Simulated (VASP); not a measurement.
# KBr (Pm-3m) in VASP: further runs, part 2 of 2

VASP 6.6.1.

**3. Electric field gradients, LDA (volume scaled by 1.06)**

Contents of INCAR:

```
PREC     = Accurate       # precision mode
ENCUT    = 520            # plane-wave cutoff, eV
EDIFF    = 1E-8           # SCF threshold, eV
ISMEAR   = -1             # smearing method
SIGMA    = 0.01           # smearing width, eV
LREAL    = False          # projectors in reciprocal space
LASPH    = True           # aspherical terms in the spheres
NELM     = 60             # most SCF steps
ALGO     = Normal         # electronic algorithm
ISIF     = 2              # what is computed and relaxed
LWAVE    = False          # write WAVECAR
LCHARG   = False          # write CHGCAR
GGA      = CA             # functional
LEFG     = True         
NBANDS   = 15             # bands
```

Contents of KPOINTS:

```
Automatic mesh
0
Gamma
  6 6 6
```

Contents of POSCAR:

```
KBr
1.0
    4.1228034278      0.0000000000      0.0000000000
    0.0000000000      4.1228034278      0.0000000000
    0.0000000000      0.0000000000      4.1228034278
K Br
1 1
Direct
    0.0000000000      0.0000000000      0.0000000000
    0.5000000000      0.5000000000      0.5000000000
```

Potentials or basis: VASP PAW LDA potentials, release 64 (K_sv, Br).

Launch:

```sh
$ cat potpaw_LDA.64/K_sv/POTCAR potpaw_LDA.64/Br/POTCAR > POTCAR
$ mpirun -np 1 vasp_std > vasp.out
```

OUTCAR:

```text
PREC = Accurate
   ENCUT = 520
   EDIFF = 1E-8
   ISMEAR = -1
   LREAL = False
   LASPH = True
   NELM = 60
   ISIF = 2
   GGA = CA

 ion  position               nearest neighbor table
   1  0.000  0.000  0.000-
   2  0.500  0.500  0.500-

  LATTYP: Found a simple cubic cell.
 ALAT       =     4.1228034278

  Lattice vectors:

 A1 = (   4.1228034278,   0.0000000000,   0.0000000000)
 A2 = (   0.0000000000,   4.1228034278,   0.0000000000)
 A3 = (   0.0000000000,   0.0000000000,   4.1228034278)

[... 563 lines left out ...]
  ---------------------------------------------------
  free  energy   TOTEN  =        -6.6141449357 eV

  energy  without entropy=       -6.6141449357  energy(sigma->0) =       -6.61414494

 Electric field gradients (V/A^2)
---------------------------------------------------------------------
 ion       V_xx      V_yy      V_zz      V_xy      V_xz      V_yz
---------------------------------------------------------------------
   1      -0.000    -0.000    -0.000    -0.000    -0.000    -0.000
   2      -0.000    -0.000     0.000    -0.000    -0.000     0.000
---------------------------------------------------------------------

 Electric field gradients after diagonalization (V/A^2)
 (convention: |V_zz| > |V_xx| > |V_yy|)
----------------------------------------------------------------------
 ion       V_xx      V_yy      V_zz     asymmetry (V_yy - V_xx)/ V_zz
----------------------------------------------------------------------
   1      -0.000    -0.000    -0.000      -0.324
   2      -0.000    -0.000     0.000       0.060
----------------------------------------------------------------------

           NMR quadrupolar parameters

 Cq : quadrupolar parameter    Cq=e*Q*V_zz/h
 eta: asymmetry parameters     (V_yy - V_xx)/ V_zz
 Q  : nuclear electric quadrupole moment in mb (millibarn)
----------------------------------------------------------------------
 ion       Cq(MHz)       eta       Q (mb)
----------------------------------------------------------------------
   1      -0.000      -0.324       1.000
   2       0.000       0.060       1.000
----------------------------------------------------------------------
```

OSZICAR:

```text
N       E                     dE             d eps       ncg     rms          rms(c)
DAV:   1     0.943269330170E+02    0.94327E+02   -0.68430E+03   600   0.936E+02
DAV:   2    -0.801589465438E+00   -0.95129E+02   -0.88288E+02   789   0.233E+02
DAV:   3    -0.660114160924E+01   -0.57996E+01   -0.57694E+01   860   0.488E+01
DAV:   4    -0.683816861468E+01   -0.23703E+00   -0.23701E+00   896   0.891E+00
DAV:   5    -0.684033792561E+01   -0.21693E-02   -0.21693E-02   874   0.927E-01    0.249E+00
DAV:   6    -0.665483143901E+01    0.18551E+00   -0.14650E-01   719   0.219E+00    0.185E+00
DAV:   7    -0.661690287430E+01    0.37929E-01   -0.63190E-02   768   0.160E+00    0.977E-01
DAV:   8    -0.661424651218E+01    0.26564E-02   -0.12842E-02   861   0.768E-01    0.158E-01
DAV:   9    -0.661412031038E+01    0.12620E-03   -0.80653E-04   806   0.173E-01    0.685E-02
DAV:  10    -0.661414653453E+01   -0.26224E-04   -0.11216E-04   728   0.891E-02    0.206E-02
DAV:  11    -0.661414569496E+01    0.83956E-06   -0.32441E-06   847   0.124E-02    0.134E-02
DAV:  12    -0.661414493047E+01    0.76449E-06   -0.31162E-06   726   0.134E-02    0.243E-03
DAV:  13    -0.661414492574E+01    0.47303E-08   -0.29359E-07   829   0.367E-03    0.748E-04
DAV:  14    -0.661414493583E+01   -0.10088E-07   -0.17100E-08   716   0.873E-04    0.216E-04
DAV:  15    -0.661414493567E+01    0.15734E-09   -0.15600E-09   482   0.263E-04
   1 F= -.66141449E+01 E0= -.66141449E+01  d E =-.595387E-14
```

stdout:

```text
POSCAR found type information on POSCAR K Br
 POSCAR found :  2 types and       2 ions
 scaLAPACK will be used
 LDA part: xc-table for (Slater(with rela. corr.)+CA(PZ))
 , standard interpolation
 POSCAR, INCAR and KPOINTS ok, starting setup
 FFT: planning ... GRIDC
 FFT: planning ... GRID_SOFT
 FFT: planning ... GRID
 WAVECAR not read
 entering main loop
ion   1

ion   2
```

It took 13 s on 1 thread of Intel Xeon Platinum 8375C at 2.90GHz (Ice Lake), shared host; peak memory 0.16 GiB.

Results:

```yaml
Free_energy: -6.6141 eV
Pressure: -3.1 GPa
Band_gap_on_the_k_mesh: 3.32 eV, indirect (least direct gap 3.57 eV)
```

Caveat: without QUAD_EFG the Cq values of the log hold for a quadrupole moment of 1 mb, not for the nuclei. A k mesh can miss the band edges.

**4. Electric field gradients, LDA (volume scaled by 1.06)**

Contents of INCAR:

```
ALGO = Normal ; EDIFF = 1E-8
ENCUT = 520 ; ISIF = 2
ISMEAR = -1 ; LASPH = True
LCHARG = False ; LEFG = True
LREAL = False ; LWAVE = False
NBANDS = 15 ; NELM = 100
PREC = Accurate ; SIGMA = 0.01
```

Contents of KPOINTS:

```
k-points
0
Gamma
  6 6 6
```

POSCAR is that of step 3.

Potentials or basis: VASP PAW LDA potentials, release 64 (K_sv, Br).

Launch:

```sh
$ cat potpaw_LDA.64/K_sv/POTCAR potpaw_LDA.64/Br/POTCAR > POTCAR
$ mpirun -np 1 vasp_std > vasp.out
```

OUTCAR:

```text
EDIFF = 1E-8
   ENCUT = 520
   ISIF = 2
   ISMEAR = -1
   LASPH = True
   LREAL = False
   NELM = 100
   PREC = Accurate

 ion  position               nearest neighbor table
   1  0.000  0.000  0.000-
   2  0.500  0.500  0.500-

  LATTYP: Found a simple cubic cell.
 ALAT       =     4.1228034278

  Lattice vectors:

 A1 = (   4.1228034278,   0.0000000000,   0.0000000000)
 A2 = (   0.0000000000,   4.1228034278,   0.0000000000)
 A3 = (   0.0000000000,   0.0000000000,   4.1228034278)

Analysis of symmetry for initial positions (statically):
[... 562 lines left out ...]
  ---------------------------------------------------
  free  energy   TOTEN  =        -6.6141449357 eV

  energy  without entropy=       -6.6141449357  energy(sigma->0) =       -6.61414494

 Electric field gradients (V/A^2)
---------------------------------------------------------------------
 ion       V_xx      V_yy      V_zz      V_xy      V_xz      V_yz
---------------------------------------------------------------------
   1      -0.000    -0.000    -0.000    -0.000    -0.000    -0.000
   2      -0.000    -0.000     0.000    -0.000    -0.000     0.000
---------------------------------------------------------------------

 Electric field gradients after diagonalization (V/A^2)
 (convention: |V_zz| > |V_xx| > |V_yy|)
----------------------------------------------------------------------
 ion       V_xx      V_yy      V_zz     asymmetry (V_yy - V_xx)/ V_zz
----------------------------------------------------------------------
   1      -0.000    -0.000    -0.000      -0.324
   2      -0.000    -0.000     0.000       0.060
----------------------------------------------------------------------

           NMR quadrupolar parameters

 Cq : quadrupolar parameter    Cq=e*Q*V_zz/h
 eta: asymmetry parameters     (V_yy - V_xx)/ V_zz
 Q  : nuclear electric quadrupole moment in mb (millibarn)
----------------------------------------------------------------------
 ion       Cq(MHz)       eta       Q (mb)
----------------------------------------------------------------------
   1      -0.000      -0.324       1.000
   2       0.000       0.060       1.000
----------------------------------------------------------------------
```

OSZICAR:

```text
N       E                     dE             d eps       ncg     rms          rms(c)
DAV:   1     0.943269330170E+02    0.94327E+02   -0.68430E+03   600   0.936E+02
DAV:   2    -0.801589465438E+00   -0.95129E+02   -0.88288E+02   789   0.233E+02
DAV:   3    -0.660114160924E+01   -0.57996E+01   -0.57694E+01   860   0.488E+01
DAV:   4    -0.683816861468E+01   -0.23703E+00   -0.23701E+00   896   0.891E+00
DAV:   5    -0.684033792561E+01   -0.21693E-02   -0.21693E-02   874   0.927E-01    0.249E+00
DAV:   6    -0.665483143901E+01    0.18551E+00   -0.14650E-01   719   0.219E+00    0.185E+00
DAV:   7    -0.661690287430E+01    0.37929E-01   -0.63190E-02   768   0.160E+00    0.977E-01
DAV:   8    -0.661424651218E+01    0.26564E-02   -0.12842E-02   861   0.768E-01    0.158E-01
DAV:   9    -0.661412031038E+01    0.12620E-03   -0.80653E-04   806   0.173E-01    0.685E-02
DAV:  10    -0.661414653453E+01   -0.26224E-04   -0.11216E-04   728   0.891E-02    0.206E-02
DAV:  11    -0.661414569496E+01    0.83956E-06   -0.32441E-06   847   0.124E-02    0.134E-02
DAV:  12    -0.661414493047E+01    0.76449E-06   -0.31162E-06   726   0.134E-02    0.243E-03
DAV:  13    -0.661414492574E+01    0.47303E-08   -0.29359E-07   829   0.367E-03    0.748E-04
DAV:  14    -0.661414493583E+01   -0.10088E-07   -0.17100E-08   716   0.873E-04    0.216E-04
DAV:  15    -0.661414493567E+01    0.15734E-09   -0.15600E-09   482   0.263E-04
   1 F= -.66141449E+01 E0= -.66141449E+01  d E =-.595387E-14
```

stdout:

```text
POSCAR found type information on POSCAR K Br
 POSCAR found :  2 types and       2 ions
 scaLAPACK will be used
 LDA part: xc-table for (Slater(with rela. corr.)+CA(PZ))
 , standard interpolation
 POSCAR, INCAR and KPOINTS ok, starting setup
 FFT: planning ... GRIDC
 FFT: planning ... GRID_SOFT
 FFT: planning ... GRID
 WAVECAR not read
 entering main loop
ion   1

ion   2
```

It took 12 s on 1 thread of Intel Xeon Platinum 8375C at 2.90GHz (Ice Lake), shared host; peak memory 0.16 GiB.

What came out:

```
Free energy            : -6.6141 eV
Pressure               : -3.1 GPa
Band gap on the k mesh : 3.32 eV, indirect (least direct gap 3.57 eV)
```

Caveat: without QUAD_EFG the Cq values of the log hold for a quadrupole moment of 1 mb, not for the nuclei.
